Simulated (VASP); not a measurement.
A run of VASP 6.6.1:

File INCAR:

```
PREC = Accurate ; ENCUT = 520
EDIFF = 1E-7 ; ISMEAR = 0
SIGMA = 0.05 ; LREAL = False
LASPH = True ; NELM = 150
ALGO = Normal ; ISIF = 2
LWAVE = False ; LCHARG = False
ISPIN = 2 ; MAGMOM = 0.5 0.5 0.5 0.5
LORBIT = 11 ; GGA = PE
NBANDS = 28
```

Contents of KPOINTS:

```
Automatic mesh
0
Gamma
  1 1 13
```

The input POSCAR:

```
KF
1.0
   11.6000000000      0.0000000000      0.0000000000
    0.0000000000      9.3000000000      0.0000000000
    0.0000000000      0.0000000000      4.8768595722
K F
2 2
Direct
    0.3896400312      0.5000000000      0.0000000000
    0.6103599688      0.5000000000      0.5000000000
    0.3896400312      0.5000000000      0.5000000000
    0.6103599688      0.5000000000      0.0000000000
```

Potentials or basis: VASP PAW PBE potentials, release 64 (K_sv, F).

Launch:

```bash
$ cat potpaw_PBE.64/K_sv/POTCAR potpaw_PBE.64/F/POTCAR > POTCAR
$ mpirun -np 1 vasp_std > vasp.out
```

Hardware: 1 thread of Oxide Virtual Turin-like Processor, with other jobs on the host.

Problem. How long does it take, and how much memory?

Solution. Wall time 14 min on 1 thread of Oxide Virtual Turin-like Processor, with other jobs on the host, peak memory 0.67 GiB. Counts: scf iterations 29, k points 7.
